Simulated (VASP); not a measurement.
Wanted: the native input for a VASP 6.6.1 run.

```yaml
Task: single point
Functional: PBE
Potentials_or_basis: VASP PAW PBE potentials, release 64 (Al, P, Ga_d)
Cutoff: 520 eV
k_mesh: 8 × 8 × 8
Occupations: gaussian, width 0.01 eV
Spin: no spin polarisation
Dipole_correction: no
Further_INCAR_settings: ALGO = Normal; EDIFF = 1e-07; NBANDS = 26
```

The structure of Al2GaP3 lies in POSCAR:

```
Al2GaP3
1.0
   -1.9673034937      1.9673034937      8.3368610771
    1.9673034937     -1.9673034937      8.3368610771
    1.9673034937      1.9673034937     -8.3368610771
Al P Ga
2 3 1
Direct
    0.8333289918      0.8333289918      0.0000000000
    0.1666710082      0.1666710082      0.0000000000
    0.2500000000      0.7500000000      0.5000000000
    0.5836993242      0.0836993242      0.5000000000
    0.9163006758      0.4163006758      0.5000000000
    0.5000000000      0.5000000000      0.0000000000
```

These files were run (other wordings do the same):

INCAR

```
PREC = Accurate
ENCUT = 520
EDIFF = 1E-7
ISMEAR = 0
SIGMA = 0.01
LREAL = F
LASPH = T
NELM = 80
ALGO = Normal
ISIF = 2
LWAVE = F
LCHARG = F
GGA = PE
NBANDS = 26
```

KPOINTS

```
Automatic mesh
0
Gamma
  8 8 8
```

Potentials or basis: VASP PAW PBE potentials, release 64 (Al, P, Ga_d).

Command:

```console
$ cat potpaw_PBE.64/Al/POTCAR potpaw_PBE.64/P/POTCAR potpaw_PBE.64/Ga_d/POTCAR > POTCAR
$ mpirun -np 1 vasp_std > vasp.out
```

It gave:

* Pressure: -2.3 GPa
* Largest force: 0.022 eV/Å
* Band gap on the k mesh: 1.70 eV (least direct gap 1.81 eV)

Wall time 8.4 min on 1 thread of AMD EPYC 9R45 96-Core Processor (Zen 5) (shared host), peak memory 0.72 GiB.
